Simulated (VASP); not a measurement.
# SrB (Fm-3m) in VASP: a series of runs

The runs below take SrB through single point, with PBEsol.

Everything below comes from runs of VASP 6.6.1. Logs are shortened: lines on timing, memory, paths and dates and some standing lists are left out, and cuts for length are marked.

## (1) The cell of the first run

The structure is cubic, space group Fm-3m (No. 225). Conventional cell: a = 5.814 Å, b = 5.814 Å, c = 5.814 Å, α = 90.00°, β = 90.00°, γ = 90.00°. Sr (site symmetry m-3m) has 6 B at 2.91 Å within 3.8 Å. B (site symmetry m-3m) has 6 Sr at 2.91 Å within 3.8 Å.

## (2) Single point, PBEsol

Input file INCAR:

```
  ALGO = Normal
  EDIFF = 1E-6
  ENCUT = 520
  GGA = PS
  ISIF = 2
  ISMEAR = 0
  LASPH = T
  LCHARG = T
  LELF = T
  LREAL = F
  LVHAR = T
  LWAVE = F
  NBANDS = 14
  NELM = 100
  PREC = Accurate
  SIGMA = 0.05
```

Input file KPOINTS:

```
k-points
0
Gamma
  10 10 10
```

Input file POSCAR:

```
SrB
1.0
    0.0000000000      2.9072281674      2.9072281674
    2.9072281674      0.0000000000      2.9072281674
    2.9072281674      2.9072281674      0.0000000000
Sr B
1 1
Direct
    0.5000000000      0.5000000000      0.5000000000
    0.0000000000      0.0000000000      0.0000000000
```

Potentials or basis: VASP PAW PBE potentials, release 64 (Sr_sv, B).

Launch:

```bash
cat potpaw_PBE.64/Sr_sv/POTCAR potpaw_PBE.64/B/POTCAR > POTCAR
mpirun -np 1 vasp_std > vasp.out
```

OUTCAR:

```text
EDIFF = 1E-6
   ENCUT = 520
   GGA = PS
   ISIF = 2
   ISMEAR = 0
   LASPH = T
   LREAL = F
   NELM = 100
   PREC = Accurate

 ion  position               nearest neighbor table
   1  0.500  0.500  0.500-   2 2.91   2 2.91   2 2.91   2 2.91   2 2.91   2 2.91
   2  0.000  0.000  0.000-   1 2.91   1 2.91   1 2.91   1 2.91   1 2.91   1 2.91

  LATTYP: Found a face centered cubic cell.
 ALAT       =     5.8144563348

  Lattice vectors:

 A1 = (   0.0000000000,   2.9072281674,   2.9072281674)
 A2 = (   2.9072281674,   0.0000000000,   2.9072281674)
 A3 = (   2.9072281674,   2.9072281674,   0.0000000000)

Analysis of symmetry for initial positions (statically):
=====================================================================
 Subroutine PRICEL returns:
 Original cell was already a primitive cell.

 Routine SETGRP: Setting up the symmetry group for a
 face centered cubic supercell.

 Subroutine GETGRP returns: Found 48 space group operations
 (whereof 48 operations were pure point group operations)
 out of a pool of 48 trial point group operations.

The static configuration has the point symmetry O_h .

Analysis of symmetry for dynamics (positions and initial velocities):
=====================================================================
 Subroutine PRICEL returns:
 Original cell was already a primitive cell.

 Routine SETGRP: Setting up the symmetry group for a
 face centered cubic supercell.

 Subroutine GETGRP returns: Found 48 space group operations
 (whereof 48 operations were pure point group operations)
 out of a pool of 48 trial point group operations.

The dynamic configuration has the point symmetry O_h .

 Subroutine INISYM returns: Found 48 space group operations
 (whereof 48 operations are pure point group operations),
 and found     1 'primitive' translations

----------------------------------------------------------------------------------------

                                     Primitive cell

  volume of cell :      49.1436

  direct lattice vectors                    reciprocal lattice vectors
     0.000000000  2.907228167  2.907228167    -0.171985125  0.171985125  0.171985125
     2.907228167  0.000000000  2.907228167     0.171985125 -0.171985125  0.171985125
     2.907228167  2.907228167  0.000000000     0.171985125  0.171985125 -0.171985125

  length of vectors
     4.111441503  4.111441503  4.111441503     0.297886975  0.297886975  0.297886975

  position of ions in fractional coordinates (direct lattice)
     0.500000000  0.500000000  0.500000000
     0.000000000  0.000000000  0.000000000

  ion indices of the primitive-cell ions
   primitive index   ion index
                 1           1
                 2           2

----------------------------------------------------------------------------------------

 KPOINTS: k-points

Automatic generation of k-mesh.
 Grid dimensions read from file:
 generate k-points for:   10   10   10

 Generating k-lattice:

  Cartesian coordinates                     Fractional coordinates (reciprocal lattice)
    -0.017198513  0.017198513  0.017198513     0.100000000  0.000000000  0.000000000
     0.017198513 -0.017198513  0.017198513     0.000000000  0.100000000  0.000000000
     0.017198513  0.017198513 -0.017198513     0.000000000  0.000000000  0.100000000

  Length of vectors
     0.029788697  0.029788697  0.029788697

  Shift w.r.t. Gamma in fractional coordinates (k-lattice)
     0.000000000  0.000000000  0.000000000

 Subroutine IBZKPT returns following result:
 ===========================================

 Found     47 irreducible k-points:

 Following reciprocal coordinates:
            Coordinates               Weight
  0.000000  0.000000  0.000000      1.000000
  0.100000  0.000000  0.000000      8.000000
  0.200000  0.000000  0.000000      8.000000
  0.300000  0.000000  0.000000      8.000000
  0.400000  0.000000  0.000000      8.000000
  0.500000  0.000000  0.000000      4.000000
[... 16 lines left out ...]
  0.300000  0.300000  0.000000      6.000000
  0.400000  0.300000  0.000000     24.000000
 [... further k-points ...]
   k-points           NKPTS =     47   k-points in BZ     NKDIM =     47   number of bands    NBANDS=     14
   number of dos      NEDOS =    301   number of ions     NIONS =      2
   total plane-waves  NPLWV =  32768
   dimension x,y,z NGX =    32 NGY =   32 NGZ =   32
   dimension x,y,z NGXF=    64 NGYF=   64 NGZF=   64
   ions per type =               1   1
   NGX,Y,Z   is equivalent  to a cutoff of  12.94, 12.94, 12.94 a.u.
   NGXF,Y,Z  is equivalent  to a cutoff of  25.88, 25.88, 25.88 a.u.
 SYSTEM =  unknown system
   PREC   = accura    normal or accurate (medium, high low for compatibility)
   ISTART =      0    job   : 0-new  1-cont  2-samecut
   ICHARG =      2    charge: 1-file 2-atom 10-const
   ISPIN  =      1    spin polarized calculation?
   LNONCOLLINEAR =      F non collinear calculations
   LSORBIT =      F    spin-orbit coupling
   LASPH  =      T    aspherical Exc in radial PAW
   ENCUT  =  520.0 eV  38.22 Ry    6.18 a.u.   7.64  7.64  7.64*2*pi/ulx,y,z
   NELM   =    100;   NELMIN=  2; NELMDL= -5     # of ELM steps
   EDIFF  = 0.1E-05   stopping-criterion for ELM
   LREAL  =      F    real-space projection
   EDIFFG = 0.1E-04   stopping-criterion for IOM
   NSW    =      0    number of steps for IOM
   IBRION =     -1    ionic relax: 0-MD 1-quasi-New 2-CG
   NFREE  =      0    steps in history (QN), initial steepest desc. (CG)
   ISIF   =      2    stress and relaxation
   ISYM   =      2    0-nonsym 1-usesym 2-fastsym
   POTIM  = 0.5000    time-step for ionic-motion
   TEBEG  =    0.0;   TEEND  =   0.0 temperature during run
   PSTRESS=    0.0 pullay stress
   NELECT =      13.0000    total number of electrons
   NUPDOWN=      -1.0000    fix difference up-down
   EMIN   =  10.00;   EMAX   =-10.00  energy-range for DOS
   EFERMI =   0.00;   METHOD = LEGACY
   ISMEAR =     0;   SIGMA  =   0.05  broadening in eV -4-tet -1-fermi 0-gaus
   EFERMI_NEDOS =   21; number of points for ismear=-14 and -15
   IALGO  =     38    algorithm
   IMIX   =      4    mixing-type and parameters
     AMIX     =   0.40;   BMIX     =  1.00
     AMIX_MAG =   1.60;   BMIX_MAG =  1.00
  volume/ion in A,a.u.               =      24.57       165.82
  Fermi-wavevector in a.u.,A,eV,Ry     =   1.050913  1.985938 15.026526  1.104418
  Thomas-Fermi vector in A             =   2.185935
   LORBIT       =      0    0 simple, 1 ext, 2 COOP (PROOUT), +10 PAW based schemes
   GGA     = PS    functional components
   LHFCALC =     F    Hartree Fock is set to
   AEXX    =    0.0000 exact exchange contribution
   IVDW    =     0    specifies the selected vdW correction
   LEPSILON=     F    determine dielectric tensor
   LRPA    =     F    only Hartree local field effects (RPA)
 non-spin polarized calculation
 Gauss-broadening in eV      SIGMA  =   0.05
  energy-cutoff  :      520.00
  volume of cell :       49.14
 maximum number of plane-waves:      1363
   NGX = 15   NGY = 15   NGZ = 15

 number of electron      13.0000000 magnetization

 Free energy of the ion-electron system (eV)
  ---------------------------------------------------
  ext. energy  EPLUGINS =         0.00000000
  ---------------------------------------------------
  free energy    TOTEN  =        -6.40005051 eV

  energy without entropy =       -6.39434839  energy(sigma->0) =       -6.39719945

 E-fermi :   1.8570     XC(G=0):  -9.0667

 val. band max:        1.8401761237   @ k =  -0.4000   0.1000   0.0000
 cond. band min:       1.8677471292   @ k =  -0.2000   0.3000   0.1000
 fundamental gap:      0.0275710055
 Fermi energy:         1.8569619296

 k-point     1 :       0.0000    0.0000    0.0000
  band No.  band energies     occupation
      1     -32.4550      2.00000
      2     -14.4107      2.00000
      3     -14.4107      2.00000
      4     -14.4107      2.00000
      5      -4.8863      2.00000
      6       3.6647      0.00000
      7       3.6647      0.00000
      8       3.6647      0.00000
      9       5.4631      0.00000
     10       5.4631      0.00000
     11       5.4631      0.00000
     12       6.8586      0.00000
     13       6.8586      0.00000
     14       7.4144      0.00000

 k-point     2 :       0.1000    0.0000    0.0000
  band No.  band energies     occupation
      1     -32.4522      2.00000
      2     -14.4516      2.00000
      3     -14.4142      2.00000
      4     -14.4142      2.00000
      5      -4.7444      2.00000
      6       3.0828      0.00000
      7       3.3440      0.00000
      8       3.3440      0.00000
      9       5.6007      0.00000
     10       5.6729      0.00000
     11       5.6729      0.00000
     12       7.3002      0.00000
     13       7.3002      0.00000
     14       7.7783      0.00000

 k-point     3 :       0.2000    0.0000    0.0000
  band No.  band energies     occupation
      1     -32.4451      2.00000
      2     -14.5558      2.00000
      3     -14.4234      2.00000
      4     -14.4234      2.00000
      5      -4.3482      2.00000
      6       1.9884      0.00020
      7       2.7540      0.00000
      8       2.7540      0.00000
      9       5.7763      0.00000
     10       6.1839      0.00000
     11       6.1839      0.00000
     12       8.3355      0.00000
     13       8.3355      0.00000
     14       8.5603      0.00000
[... 324 lines left out ...]
 k-point    23 :       0.3000    0.3000    0.0000
  band No.  band energies     occupation
      1     -32.4302      2.00000
      2     -14.6476      2.00000
      3     -14.4970      2.00000
      4     -14.4970      2.00000
      5      -3.8189      2.00000
      6       0.9608      2.00000
      7       2.9169      0.00000
      8       2.9169      0.00000
      9       3.7516      0.00000
     10       7.6468      0.00000
     11       8.3358      0.00000
     12       8.4250      0.00000
     13       8.4250      0.00000
     14      11.4952      0.00000

 k-point    24 :       0.4000    0.3000    0.0000
  band No.  band energies     occupation
      1     -32.4245      2.00000
      2     -14.6956      2.00000
      3     -14.5227      2.00000
      4     -14.5107      2.00000
      5      -3.6333      2.00000
      6       0.9088      2.00000
      7       2.4218      0.00000
      8       2.7596      0.00000
      9       4.0234      0.00000
     10       8.1188      0.00000
     11       8.7885      0.00000
     12       8.8513      0.00000
     13       8.8698      0.00000
     14      11.0176      0.00000

 [... further k-points ...]
[... 5 lines left out ...]
  --------------------------------------------------------------------------------------
  -------------------------------------------------------------------------------------
  Total        0.4585309      0.4585309      0.4585309     -0.0000000     -0.0000000     -0.0000000
  in kB       14.9489907     14.9489907     14.9489907     -0.0000000     -0.0000000     -0.0000000
  external PRESSURE =      14.9489907 kB  Pullay stress =       0.0000000 kB

 VOLUME and BASIS-vectors are now :
 -----------------------------------------------------------------------------
  energy-cutoff  :      520.00
  volume of cell :       49.14
      direct lattice vectors                 reciprocal lattice vectors
     0.000000000  2.907228167  2.907228167    -0.171985125  0.171985125  0.171985125
     2.907228167  0.000000000  2.907228167     0.171985125 -0.171985125  0.171985125
     2.907228167  2.907228167  0.000000000     0.171985125  0.171985125 -0.171985125

 POSITION                                       TOTAL-FORCE (eV/Angst)
 -----------------------------------------------------------------------------------
      2.90723      2.90723      2.90723        -0.000000      0.000000     -0.000000
      0.00000      0.00000      0.00000         0.000000     -0.000000      0.000000
 -----------------------------------------------------------------------------------
    total drift:                               -0.000000     -0.000000      0.000000

  FREE ENERGIE OF THE ION-ELECTRON SYSTEM (eV)
  ---------------------------------------------------
  free  energy   TOTEN  =        -6.4000505065 eV

  energy  without entropy=       -6.3943483926  energy(sigma->0) =       -6.39719945
```

It took 42 s on 1 thread of AMD EPYC 7R13, shared host; peak memory 0.19 GiB.

What came out:

```yaml
Free_energy: -6.4001 eV
Pressure: 1.5 GPa
```

Caveat: the PAW data sets were made with another functional, which shifts forces and pressure a little.

## (3) Single point, PBEsol (volume scaled by 0.960)

Input file INCAR:

```
SYSTEM = SrB
PREC     = Accurate       ! precision mode
ENCUT    = 520            ! plane-wave cutoff, eV
EDIFF    = 1E-6           ! SCF threshold, eV
ISMEAR   = 0              ! smearing method
SIGMA    = 0.05           ! smearing width, eV
LREAL    = .False.        ! projectors in reciprocal space
LASPH    = .True.         ! aspherical terms in the spheres
NELM     = 80             ! most SCF steps
ALGO     = Normal         ! electronic algorithm
ISIF     = 2              ! what is computed and relaxed
LWAVE    = .False.        ! write WAVECAR
LCHARG   = .False.        ! write CHGCAR
GGA      = PS             ! functional
NBANDS   = 14             ! bands
```

Input file KPOINTS:

```
Automatic mesh
0
Gamma
  10 10 10
  0 0 0
```

Input file POSCAR:

```
SrB
1.0
    0.0000000000      2.9011683516      2.9011683516
    2.9011683516      0.0000000000      2.9011683516
    2.9011683516      2.9011683516      0.0000000000
Sr B
1 1
Direct
    0.5000000000      0.5000000000      0.5000000000
    0.0000000000      0.0000000000      0.0000000000
```

Potentials or basis: VASP PAW PBE potentials, release 64 (Sr_sv, B).

Launch:

```bash
cat potpaw_PBE.64/Sr_sv/POTCAR potpaw_PBE.64/B/POTCAR > POTCAR
mpirun -np 1 vasp_std > vasp.out
```

Wall time 42 s (1 thread of AMD EPYC 7R13, shared host); peak memory 0.19 GiB.

Results (log left out):

* Free energy: -6.3969 eV
* Pressure: 1.8 GPa

Levels at points of the mesh, in eV from the Fermi level:
```
           k point  band 3  band 4  band 5  band 6  band 7  band 8  band 9  band 10
(0.00, 0.00, 0.00)  -16.25  -16.25   -6.75    1.82    1.82    1.82    3.61     3.61
(0.50, 0.00, 0.00)  -16.28  -16.28   -4.73   -2.28   -0.08   -0.08    5.51     6.16
(0.50, 0.50, 0.00)  -16.38  -16.38   -5.52   -0.57    1.06    1.06    1.32     6.35
```

Caveat: the PAW data sets were made with another functional, which shifts forces and pressure a little.

## (4) Single point, PBEsol (volume scaled by 0.980)

Input file INCAR:

```
SYSTEM = SrB
  ALGO = Normal
  EDIFF = 1E-7
  ENCUT = 520
  GGA = PS
  ISIF = 2
  ISMEAR = 0
  LASPH = .TRUE.
  LCHARG = .FALSE.
  LREAL = .FALSE.
  LWAVE = .FALSE.
  NBANDS = 14
  NELM = 100
  PREC = Accurate
  SIGMA = 0.05
```

Input file KPOINTS:

```
k-points
0
G
  10 10 10
  0 0 0
```

Input file POSCAR:

```
SrB
1.0
    0.0000000000      2.9211770414      2.9211770414
    2.9211770414      0.0000000000      2.9211770414
    2.9211770414      2.9211770414      0.0000000000
Sr B
1 1
Direct
    0.5000000000      0.5000000000      0.5000000000
    0.0000000000      0.0000000000      0.0000000000
```

Launch:

```bash
cat potpaw_PBE.64/Sr_sv/POTCAR potpaw_PBE.64/B/POTCAR > POTCAR
mpirun -np 1 vasp_std > vasp.out
```

Wall time 44 s (1 thread of AMD EPYC 7R13, shared host); peak memory 0.19 GiB.

Results (log left out):

| Property | Result |
| --- | --- |
| Free energy | -6.4054 eV |
| Pressure | 0.9 GPa |

Levels at points of the mesh, in eV from the Fermi level:
| k point | band 2 | band 3 | band 4 | band 5 | band 6 | band 7 | band 8 | band 9 | band 10 | band 11 |
| --- | --- | --- | --- | --- | --- | --- | --- | --- | --- | --- |
| (0.00, 0.00, 0.00) | -16.31 | -16.31 | -16.31 | -6.72 | 1.78 | 1.78 | 1.78 | 3.59 | 3.59 | 3.59 |
| (0.50, 0.00, 0.00) | -16.70 | -16.35 | -16.35 | -4.76 | -2.25 | -0.06 | -0.06 | 5.41 | 6.07 | 6.27 |
| (0.50, 0.50, 0.00) | -16.64 | -16.44 | -16.44 | -5.50 | -0.60 | 1.03 | 1.03 | 1.34 | 6.26 | 6.86 |

Caveat: the PAW data sets were made with another functional, which shifts forces and pressure a little.

(Part 1 of 2 ends here.)
